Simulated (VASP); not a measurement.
# AlGa3N4 (P-4) in VASP: a series of runs

Runs on AlGa3N4. Level: PBEsol. Tasks: single point.

Program: VASP 6.6.1. These are calculated values, not measurements. Logs are shortened: lines on timing, memory, paths and dates and some standing lists are left out, and cuts for length are marked.

### Step 1. The cell of the first run

Symmetry: P-4, No. 81, tetragonal system. The conventional cell has a = 4.468 Å, b = 4.468 Å, c = 4.676 Å, α = 90.00°, β = 90.00°, γ = 90.00°. Within 2.6 Å of Al (site symmetry -4) lie 4 N at 1.93 Å. Ga (site symmetry 2) has 4 N at 1.94 to 2.03 Å within 2.6 Å. Ga (site symmetry -4) has 4 N at 1.98 Å within 2.6 Å. Within 2.6 Å of N (site symmetry 1) lie 1 Al at 1.93 Å and 3 Ga at 1.94 to 2.03 Å.

### Step 2. Single point, PBEsol (mode 4 frozen in at -0.165 Å, normal strain along x +0.0467)

File INCAR:

```
ALGO = Normal ; EDIFF = 1E-6
ENCUT = 520 ; GGA = PS
ISIF = 2 ; ISMEAR = 0
LASPH = T ; LCHARG = T
LELF = T ; LREAL = F
LVHAR = T ; LWAVE = F
NBANDS = 41 ; NELM = 100
PREC = Accurate ; SIGMA = 0.05
```

File KPOINTS:

```
k-points
0
Gamma
  6 6 6
```

File POSCAR:

```
AlGa3N4
1.0
    4.6762132780      0.0000000000      0.0000000000
    0.0000000000      4.4675774128      0.0000000000
    0.0000000000      0.0000000000      4.4675774128
Al Ga N
1 3 4
Direct
    0.0000000000      0.0000000000      0.0000000000
    0.4631343825      0.5000000673      0.0000000000
    0.5368656175      0.0000000000      0.4999994893
    0.0000000000      0.4999999327      0.5000005107
    0.7550465856      0.7436685412      0.2335759052
    0.7550462288      0.2563311435      0.7664241363
    0.2449537297      0.7664242732      0.7436686781
    0.2449534559      0.2335760421      0.2563312804
```

Potentials or basis: VASP PAW PBE potentials, release 64 (Al, Ga_d, N).

The run is started by

```bash
$ cat potpaw_PBE.64/Al/POTCAR potpaw_PBE.64/Ga_d/POTCAR potpaw_PBE.64/N/POTCAR > POTCAR
$ mpirun -np 1 vasp_std > vasp.out
```

OUTCAR:

```text
EDIFF = 1E-6
   ENCUT = 520
   GGA = PS
   ISIF = 2
   ISMEAR = 0
   LASPH = T
   LREAL = F
   NELM = 100
   PREC = Accurate

 ion  position               nearest neighbor table
   1  0.000  0.000  0.000-   8 1.93   5 1.93   6 1.93   7 1.93   3 3.11   2 3.11   2 3.11   3 3.11

   2  0.463  0.500  0.000-   7 1.94   8 1.94   6 2.03   5 2.03   1 3.11   1 3.11
   3  0.537  0.000  0.500-   5 1.94   6 1.94   8 2.03   7 2.03   1 3.11   1 3.11
   4  0.000  0.500  0.500-   6 1.98   7 1.98   8 1.98   5 1.98
   5  0.755  0.744  0.234-   1 1.93   3 1.94   4 1.98   2 2.03
   6  0.755  0.256  0.766-   1 1.93   3 1.94   4 1.98   2 2.03
   7  0.245  0.766  0.744-   1 1.93   2 1.94   4 1.98   3 2.03
   8  0.245  0.234  0.256-   1 1.93   2 1.94   4 1.98   3 2.03

  LATTYP: Found a simple tetragonal cell.
 ALAT       =     4.4675774128
 C/A-ratio  =     1.0467000000

  Lattice vectors:

 A1 = (   0.0000000000,   4.4675774128,   0.0000000000)
 A2 = (   0.0000000000,   0.0000000000,   4.4675774128)
 A3 = (   4.6762132780,   0.0000000000,   0.0000000000)

Analysis of symmetry for initial positions (statically):
=====================================================================
 Subroutine PRICEL returns:
 Original cell was already a primitive cell.

 Routine SETGRP: Setting up the symmetry group for a
 simple tetragonal supercell.

 Subroutine GETGRP returns: Found  4 space group operations
 (whereof  4 operations were pure point group operations)
 out of a pool of 16 trial point group operations.

The static configuration has the point symmetry S_4 .

Analysis of symmetry for dynamics (positions and initial velocities):
=====================================================================
 Subroutine PRICEL returns:
 Original cell was already a primitive cell.

 Routine SETGRP: Setting up the symmetry group for a
 simple tetragonal supercell.

 Subroutine GETGRP returns: Found  4 space group operations
 (whereof  4 operations were pure point group operations)
 out of a pool of 16 trial point group operations.

The dynamic configuration has the point symmetry S_4 .

 Subroutine INISYM returns: Found  4 space group operations
 (whereof  4 operations are pure point group operations),
 and found     1 'primitive' translations

----------------------------------------------------------------------------------------

                                     Primitive cell

  volume of cell :      93.3337

  direct lattice vectors                    reciprocal lattice vectors
[... 101 lines left out ...]
   EDIFFG = 0.1E-04   stopping-criterion for IOM
   NSW    =      0    number of steps for IOM
   IBRION =     -1    ionic relax: 0-MD 1-quasi-New 2-CG
   NFREE  =      0    steps in history (QN), initial steepest desc. (CG)
   ISIF   =      2    stress and relaxation
   ISYM   =      2    0-nonsym 1-usesym 2-fastsym
   POTIM  = 0.5000    time-step for ionic-motion
   TEBEG  =    0.0;   TEEND  =   0.0 temperature during run
   PSTRESS=    0.0 pullay stress
   NELECT =      62.0000    total number of electrons
   NUPDOWN=      -1.0000    fix difference up-down
   EMIN   =  10.00;   EMAX   =-10.00  energy-range for DOS
   EFERMI =   0.00;   METHOD = LEGACY
   ISMEAR =     0;   SIGMA  =   0.05  broadening in eV -4-tet -1-fermi 0-gaus
   EFERMI_NEDOS =   21; number of points for ismear=-14 and -15
   IALGO  =     38    algorithm
   IMIX   =      4    mixing-type and parameters
     AMIX     =   0.40;   BMIX     =  1.00
     AMIX_MAG =   1.60;   BMIX_MAG =  1.00
  volume/ion in A,a.u.               =      11.67        78.73
  Fermi-wavevector in a.u.,A,eV,Ry     =   1.428431  2.699343 27.761529  2.040415
  Thomas-Fermi vector in A             =   2.548493
   LORBIT       =      0    0 simple, 1 ext, 2 COOP (PROOUT), +10 PAW based schemes
   GGA     = PS    functional components
   LHFCALC =     F    Hartree Fock is set to
   AEXX    =    0.0000 exact exchange contribution
   IVDW    =     0    specifies the selected vdW correction
   LEPSILON=     F    determine dielectric tensor
   LRPA    =     F    only Hartree local field effects (RPA)
 non-spin polarized calculation
 Gauss-broadening in eV      SIGMA  =   0.05
  energy-cutoff  :      520.00
  volume of cell :       93.33
 maximum number of plane-waves:      2541
   NGX = 17   NGY = 17   NGZ = 17

 number of electron      61.9999981 magnetization

 Free energy of the ion-electron system (eV)
  ---------------------------------------------------
  ext. energy  EPLUGINS =         0.00000000
  ---------------------------------------------------
  free energy    TOTEN  =       -54.51672193 eV

  energy without entropy =      -54.51672193  energy(sigma->0) =      -54.51672193

 E-fermi :   5.1790     XC(G=0): -11.5201

 val. band max:        4.9171756788   @ k =   0.0000   0.0000   0.0000
 cond. band min:       6.7803339325   @ k =   0.0000   0.0000   0.0000
 fundamental gap:      1.8631582537
 Fermi energy:         5.1790086979

 k-point     1 :       0.0000    0.0000    0.0000
  band No.  band energies     occupation
      1     -10.4941      2.00000
      2      -9.4239      2.00000
      3      -9.3678      2.00000
      4      -9.3678      2.00000
      5      -8.2933      2.00000
      6      -8.2825      2.00000
[... 1045 lines left out ...]
     40      14.9399      0.00000
     41      15.1670      0.00000

 [... further k-points ...]
[... 5 lines left out ...]
  --------------------------------------------------------------------------------------
  -------------------------------------------------------------------------------------
  Total       -7.6204613     -3.3317309     -3.3317309      0.0000000      0.0000006     -0.0000000
  in kB     -130.8137396    -57.1928870    -57.1928870      0.0000000      0.0000111     -0.0000000
  external PRESSURE =     -81.7331712 kB  Pullay stress =       0.0000000 kB

 VOLUME and BASIS-vectors are now :
 -----------------------------------------------------------------------------
  energy-cutoff  :      520.00
  volume of cell :       93.33
      direct lattice vectors                 reciprocal lattice vectors
     4.676213278  0.000000000  0.000000000     0.213848244  0.000000000  0.000000000
     0.000000000  4.467577413  0.000000000     0.000000000  0.223834957  0.000000000
     0.000000000  0.000000000  4.467577413     0.000000000  0.000000000  0.223834957

 POSITION                                       TOTAL-FORCE (eV/Angst)
 -----------------------------------------------------------------------------------
      0.00000      0.00000      0.00000         0.000000      0.000000      0.000000
      2.16572      2.23379      0.00000         1.448794      0.000000      0.000000
      2.51050      0.00000      2.23379        -1.448794      0.000000     -0.000000
      0.00000      2.23379      2.23379         0.000000      0.000000     -0.000000
      3.53076      3.32240      1.04352        -0.038130      0.183983      0.147857
      3.53076      1.14518      3.42406        -0.038130     -0.183983     -0.147857
      1.14546      3.42406      3.32240         0.038130     -0.147857      0.183983
      1.14545      1.04352      1.14518         0.038130      0.147857     -0.183983
 -----------------------------------------------------------------------------------
    total drift:                                0.000000     -0.000068      0.000002

  FREE ENERGIE OF THE ION-ELECTRON SYSTEM (eV)
  ---------------------------------------------------
  free  energy   TOTEN  =       -54.5167219253 eV

  energy  without entropy=      -54.5167219253  energy(sigma->0) =      -54.51672193
```

OSZICAR:

```text
N       E                     dE             d eps       ncg     rms          rms(c)
DAV:   1     0.626932105095E+03    0.62693E+03   -0.27781E+04  4068   0.252E+03
DAV:   2     0.535985483637E+02   -0.57333E+03   -0.53523E+03  3848   0.641E+02
DAV:   3    -0.541655194996E+02   -0.10776E+03   -0.10445E+03  4079   0.193E+02
DAV:   4    -0.617759377097E+02   -0.76104E+01   -0.75362E+01  4999   0.544E+01
DAV:   5    -0.619815660170E+02   -0.20563E+00   -0.20537E+00  4438   0.872E+00    0.146E+01
DAV:   6    -0.544105788782E+02    0.75710E+01   -0.22904E+01  6520   0.556E+01    0.451E+00
DAV:   7    -0.546083046649E+02   -0.19773E+00   -0.34873E+00  4241   0.106E+01    0.380E+00
DAV:   8    -0.545569421105E+02    0.51363E-01   -0.54867E-01  5738   0.753E+00    0.116E+00
DAV:   9    -0.545156615235E+02    0.41281E-01   -0.16836E-01  5686   0.547E+00    0.471E-01
DAV:  10    -0.545166750929E+02   -0.10136E-02   -0.16499E-02  4304   0.887E-01    0.229E-01
DAV:  11    -0.545167096244E+02   -0.34531E-04   -0.13494E-03  5510   0.782E-01    0.454E-02
DAV:  12    -0.545167147636E+02   -0.51392E-05   -0.25892E-04  5572   0.374E-01    0.140E-02
DAV:  13    -0.545167204456E+02   -0.56819E-05   -0.65848E-05  5454   0.903E-02    0.873E-03
DAV:  14    -0.545167218936E+02   -0.14480E-05   -0.11910E-05  4792   0.255E-02    0.442E-03
DAV:  15    -0.545167219253E+02   -0.31768E-07   -0.12830E-06  3088   0.139E-02
   1 F= -.54516722E+02 E0= -.54516722E+02  d E =-.334460E-15
```

stdout:

```text
POSCAR found type information on POSCAR AlGaN
 POSCAR found :  3 types and       8 ions
 scaLAPACK will be used
 -----------------------------------------------------------------------------
|                                                                             |
|                                                                             |
|     You enforced a specific xc type in the INCAR file but a different       |
|     I HOPE YOU KNOW WHAT YOU ARE DOING!                                     |
|                                                                             |
 -----------------------------------------------------------------------------

 LDA part: xc-table for (Slater+PW92), standard interpolation
 POSCAR, INCAR and KPOINTS ok, starting setup
 FFT: planning ... GRIDC
 FFT: planning ... GRID_SOFT
 FFT: planning ... GRID
 WAVECAR not read
 entering main loop
```

It took 5.8 min on 1 thread of AMD EPYC 7R13, shared host; peak memory 0.25 GiB.

Results:

- Free energy: -54.5167 eV
- Pressure: -8.2 GPa
- Largest force: 1.449 eV/Å
- Band gap on the k mesh: 1.86 eV, direct

Forces in eV/Å, atoms in the order of the input:
```
Al   0.000  0.000  0.000
Ga   1.449  0.000  0.000
Ga  -1.449  0.000  0.000
Ga   0.000  0.000  0.000
N   -0.038  0.184  0.148
N   -0.038 -0.184 -0.148
N    0.038 -0.148  0.184
N    0.038  0.148 -0.184
```

Levels at points of the mesh, in eV from the valence-band top:
| k point | band 28 | band 29 | band 30 | band 31 | band 32 | band 33 | band 34 | band 35 |
| --- | --- | --- | --- | --- | --- | --- | --- | --- |
| (0.00, 0.00, 0.00) | -2.17 | -0.20 | 0.00 | 0.00 | 1.86 | 3.08 | 3.08 | 3.35 |
| (0.50, 0.00, 0.00) | -1.30 | -1.30 | -1.05 | -1.05 | 4.46 | 4.53 | 5.65 | 5.65 |
| (0.00, 0.50, 0.00) | -1.54 | -1.48 | -1.29 | -1.22 | 4.54 | 4.65 | 5.90 | 5.94 |
| (0.50, 0.50, 0.00) | -1.09 | -1.07 | -1.00 | -0.75 | 6.06 | 6.18 | 6.32 | 6.76 |
| (0.00, 0.50, 0.50) | -0.77 | -0.77 | -0.77 | -0.47 | 6.13 | 6.13 | 6.26 | 7.04 |
| (0.50, 0.50, 0.50) | -0.69 | -0.69 | -0.58 | -0.52 | 4.38 | 4.38 | 4.50 | 5.73 |

Caveat: the cell differs from its parent crystal (mode 4 frozen in at -0.165 Å, normal strain along x +0.0467); the PAW data sets were made with another functional, which shifts forces and pressure a little.

[end of part 1 of 2]
